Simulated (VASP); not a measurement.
# Be (P6_3/mmc) in VASP: vibrations by perturbation theory with LDA

Aim: the vibrations by perturbation theory of Be with LDA.

All numbers are computed with VASP 6.6.1; they aren't measurements. Logs are shortened: lines on timing, memory, paths and dates and some standing lists are left out, and cuts for length are marked.

**1. The cell of the first run**

The structure is hexagonal, space group P6_3/mmc (No. 194). Conventional cell: a = 2.285 Å, b = 2.285 Å, c = 3.584 Å, α = 90.00°, β = 90.00°, γ = 120.00°. Within 2.9 Å of Be (site symmetry -6m2) lie 12 Be at 2.23 to 2.29 Å.

**2. Vibrations by perturbation theory, LDA**

The input, INCAR:

```
PREC = Accurate
ENCUT = 520
EDIFF = 1E-8
ISMEAR = 0
SIGMA = 0.05
LREAL = False
LASPH = True
NELM = 60
ALGO = Fast
ISIF = 2
LWAVE = False
LCHARG = False
IBRION = 8
NSW = 1
```

The input, KPOINTS:

```
regular mesh
0
Gamma
  10 10 6
```

The input, POSCAR:

```
Be
1.0
    2.2853000000      0.0000000000      0.0000000000
   -1.1426500000      1.9791278553      0.0000000000
    0.0000000000      0.0000000000      3.5842000000
Be
2
Direct
    0.6666666667      0.3333333333      0.7500000000
    0.3333333333      0.6666666667      0.2500000000
```

Potentials or basis: VASP PAW LDA potentials, release 64 (Be).

Launch:

```
$ cat potpaw_LDA.64/Be/POTCAR > POTCAR
$ mpirun -np 1 vasp_std > vasp.out
```

OUTCAR:

```text
PREC = Accurate
   ENCUT = 520
   EDIFF = 1E-8
   ISMEAR = 0
   LREAL = False
   LASPH = True
   NELM = 60
   ISIF = 2
   IBRION = 8
   NSW = 1

 ion  position               nearest neighbor table
   1  0.667  0.333  0.750-   2 2.23   2 2.23   2 2.23   2 2.23   2 2.23   2 2.23
   2  0.333  0.667  0.250-   1 2.23   1 2.23   1 2.23   1 2.23   1 2.23   1 2.23

  LATTYP: Found a hexagonal cell.
 ALAT       =     2.2853000000
 C/A-ratio  =     1.5683717674

  Lattice vectors:

 A1 = (   2.2853000000,   0.0000000000,   0.0000000000)
 A2 = (  -1.1426500000,   1.9791278553,   0.0000000000)
 A3 = (   0.0000000000,   0.0000000000,   3.5842000000)

Analysis of symmetry for initial positions (statically):
=====================================================================
 Subroutine PRICEL returns:
 Original cell was already a primitive cell.

 Routine SETGRP: Setting up the symmetry group for a
 hexagonal supercell.

 Subroutine GETGRP returns: Found 24 space group operations
 (whereof 12 operations were pure point group operations)
 out of a pool of 24 trial point group operations.

The static configuration has the point symmetry D_3d.
 The point group associated with its full space group is D_6h.

Analysis of symmetry for dynamics (positions and initial velocities):
=====================================================================
 Subroutine PRICEL returns:
 Original cell was already a primitive cell.

 Routine SETGRP: Setting up the symmetry group for a
 hexagonal supercell.

 Subroutine GETGRP returns: Found 24 space group operations
 (whereof 12 operations were pure point group operations)
 out of a pool of 24 trial point group operations.

The dynamic configuration has the point symmetry D_3d.
 The point group associated with its full space group is D_6h.

 Subroutine INISYM returns: Found 24 space group operations
 (whereof 12 operations are pure point group operations),
 and found     1 'primitive' translations

----------------------------------------------------------------------------------------

                                     Primitive cell

  volume of cell :      16.2110

  direct lattice vectors                    reciprocal lattice vectors
     2.285300000  0.000000000  0.000000000     0.437579311  0.252636533  0.000000000
    -1.142650000  1.979127855  0.000000000     0.000000000  0.505273066  0.000000000
     0.000000000  0.000000000  3.584200000     0.000000000  0.000000000  0.279002288

  length of vectors
     2.285300000  2.285300000  3.584200000     0.505273066  0.505273066  0.279002288

  position of ions in fractional coordinates (direct lattice)
     0.666666667  0.333333333  0.750000000
     0.333333333  0.666666667  0.250000000

  ion indices of the primitive-cell ions
   primitive index   ion index
                 1           1
                 2           2

----------------------------------------------------------------------------------------

 KPOINTS: regular mesh

Automatic generation of k-mesh.
 Grid dimensions read from file:
 generate k-points for:   10   10    6

 Generating k-lattice:

  Cartesian coordinates                     Fractional coordinates (reciprocal lattice)
     0.043757931  0.025263653  0.000000000     0.100000000  0.000000000  0.000000000
     0.000000000  0.050527307  0.000000000     0.000000000  0.100000000  0.000000000
     0.000000000  0.000000000  0.046500381     0.000000000  0.000000000  0.166666667

  Length of vectors
[... 80 lines left out ...]
   GGA     = CA    functional components
   LHFCALC =     F    Hartree Fock is set to
   AEXX    =    0.0000 exact exchange contribution
   IVDW    =     0    specifies the selected vdW correction
   LEPSILON=     F    determine dielectric tensor
   LRPA    =     F    only Hartree local field effects (RPA)
 non-spin polarized calculation
 RMM-DIIS sequential band-by-band and
 Gauss-broadening in eV      SIGMA  =   0.05
  energy-cutoff  :      520.00
  volume of cell :       16.21
 maximum number of plane-waves:       451
 NGX is ok and might be reduce to    18
   NGX =  9   NGY =  9   NGZ = 13

--------------------------------------- Ionic step        1  -------------------------------------------

 number of electron       4.0000000 magnetization

 Free energy of the ion-electron system (eV)
  ---------------------------------------------------
  ext. energy  EPLUGINS =         0.00000000
  ---------------------------------------------------
  free energy    TOTEN  =        -8.36675001 eV

  energy without entropy =       -8.36660005  energy(sigma->0) =       -8.36667503

 E-fermi :   6.5572     XC(G=0): -10.5394

 val. band max:        6.4872452364   @ k =   0.3000   0.2000   0.0000
 cond. band min:       6.6161348430   @ k =   0.2000   0.2000   0.0000
 fundamental gap:      0.1288896066
 Fermi energy:         6.5572157672

 k-point     1 :       0.0000    0.0000    0.0000
  band No.  band energies     occupation
      1      -4.4947      2.00000
      2       2.2588      2.00000
      3       7.7839      0.00000
      4      21.9203      0.00000
      5      21.9203      0.00000
      6      24.7236      0.00000
[... 199 lines left out ...]
 k-point    24 :       0.4000    0.1000    0.1667
  band No.  band energies     occupation
      1       1.4489      2.00000
      2       4.3522      2.00000
      3       8.8401      0.00000
      4      11.6151      0.00000
      5      13.4816      0.00000
      6      16.1618      0.00000

 [... further k-points ...]
[... 5 lines left out ...]
  --------------------------------------------------------------------------------------
  -------------------------------------------------------------------------------------
  Total       -0.6037273     -0.6037273     -1.1089340     -0.0000000      0.0000000      0.0000000
  in kB      -59.6680795    -59.6680795   -109.5990990     -0.0000000      0.0000000      0.0000000
  external PRESSURE =     -76.3117527 kB  Pullay stress =       0.0000000 kB

 VOLUME and BASIS-vectors are now :
 -----------------------------------------------------------------------------
  energy-cutoff  :      520.00
  volume of cell :       16.21
      direct lattice vectors                 reciprocal lattice vectors
     2.285300000  0.000000000  0.000000000     0.437579311  0.252636533  0.000000000
    -1.142650000  1.979127855  0.000000000     0.000000000  0.505273066  0.000000000
     0.000000000  0.000000000  3.584200000     0.000000000  0.000000000  0.279002288

 POSITION                                       TOTAL-FORCE (eV/Angst)
 -----------------------------------------------------------------------------------
      1.14265      0.65971      2.68815        -0.000000      0.000000      0.000000
     -0.00000      1.31942      0.89605         0.000000      0.000000      0.000000
 -----------------------------------------------------------------------------------
    total drift:                                0.000000     -0.000000      0.000000

  FREE ENERGIE OF THE ION-ELECTRON SYSTEM (eV)
  ---------------------------------------------------
  free  energy   TOTEN  =        -8.3667500099 eV

  energy  without entropy=       -8.3666000452  energy(sigma->0) =       -8.36667503

[... ionic steps 2 to 3 ...]

--------------------------------------- Ionic step        4  -------------------------------------------

------------------------ aborting loop because EDIFF is reached ----------------------------------------

[... ionic steps 5 to 5 ...]

--------------------------------------- Ionic step        6  -------------------------------------------

 Free energy of the ion-electron system (eV)
  ---------------------------------------------------
  ---------------------------------------------------
  free energy    TOTEN  =        -0.01501205 eV

  energy without entropy =       -0.01501205

------------------------ aborting loop because EDIFF is reached ----------------------------------------

 INTERNAL STRAIN TENSOR  FOR ION    1  DIRECTION 3   (eV/Angst):
 -----------------------------------------------------------------------------
     0.00662  0.00000  0.00000
     0.00000  0.00662  0.00000
     0.00000  0.00000 -0.01273

 INTERNAL STRAIN TENSOR FOR ION    2 for displacements in x,y,z  (eV/Angst):
          X           Y           Z          XY          YZ          ZX
  --------------------------------------------------------------------------------
  x     0.00000    -0.00000     0.00000    -2.07975     0.00000     0.00000
  y    -2.07975     2.07975     0.00000     0.00000     0.00000     0.00000
  z    -0.00000     0.00000     0.00000     0.00000     0.00000     0.00000

 SECOND DERIVATIVES (NOT SYMMETRIZED)
 ------------------------------------
               1X          1Y          1Z          2X          2Y          2Z
  1X    -3.545810    0.000000    0.000000    3.545810    0.000000    0.000000
  1Y     0.000000   -3.545810    0.000000    0.000000    3.545810    0.000000
  1Z    -0.000000    0.000000   -6.882849    0.000000    0.000000    6.882849
  2X     3.545810    0.000000    0.000000   -3.545810    0.000000    0.000000
  2Y     0.000000    3.545810    0.000000    0.000000   -3.545810    0.000000
  2Z     0.000000    0.000000    6.882849   -0.000000    0.000000   -6.882849

 Eigenvectors and eigenvalues of the dynamical matrix
 ----------------------------------------------------

   1 f  =   19.320358 THz   121.393387 2PiTHz  644.457759 cm-1    79.902543 meV
             X         Y         Z           dx          dy          dz
      1.142650  0.659709  2.688150    -0.000000    0.000000   -0.707107
     -0.000000  1.319419  0.896050     0.000000    0.000000    0.707107
[... 16 lines left out ...]
   5 f  =    0.000000 THz     0.000000 2PiTHz    0.000000 cm-1     0.000000 meV
             X         Y         Z           dx          dy          dz
      1.142650  0.659709  2.688150     0.000000    0.000000    0.707107
     -0.000000  1.319419  0.896050    -0.000000    0.000000    0.707107

   6 f/i=    0.000000 THz     0.000000 2PiTHz    0.000000 cm-1     0.000000 meV
             X         Y         Z           dx          dy          dz
      1.142650  0.659709  2.688150     0.707107   -0.000000    0.000000
     -0.000000  1.319419  0.896050     0.707107    0.000000    0.000000

--------------------------------------------------------------------------------------------------------

 ELASTIC MODULI CONTR FROM IONIC RELAXATION (kBar)
 Direction    XX          YY          ZZ          XY          YZ          ZX
 --------------------------------------------------------------------------------
 XX        -120.5619    120.5619      0.0000      0.0000      0.0000      0.0000
 YY         120.5619   -120.5619     -0.0000     -0.0000      0.0000      0.0000
 ZZ           0.0000     -0.0000     -0.0000     -0.0000      0.0000      0.0000
 XY           0.0000     -0.0000     -0.0000   -120.5619      0.0000      0.0000
 YZ           0.0000      0.0000      0.0000      0.0000      0.0000      0.0000
 ZX           0.0000      0.0000      0.0000      0.0000      0.0000      0.0000
 --------------------------------------------------------------------------------
```

Run time: 24 s. Hardware: 1 thread of Intel Xeon Platinum 8259CL at 2.50GHz (Skylake/Cascade Lake), shared host; peak memory 0.15 GiB.

Results:

```yaml
Highest_phonon_frequency_at_Γ: 644 cm⁻¹
```

Phonon frequencies in cm⁻¹ (negative: imaginary):
| q point | frequencies |
| --- | --- |
| (0.000, 0.000, 0.000) | 0 0 0 463 463 644 |

Caveat: the cell wasn't relaxed at this level first, which shifts response properties.
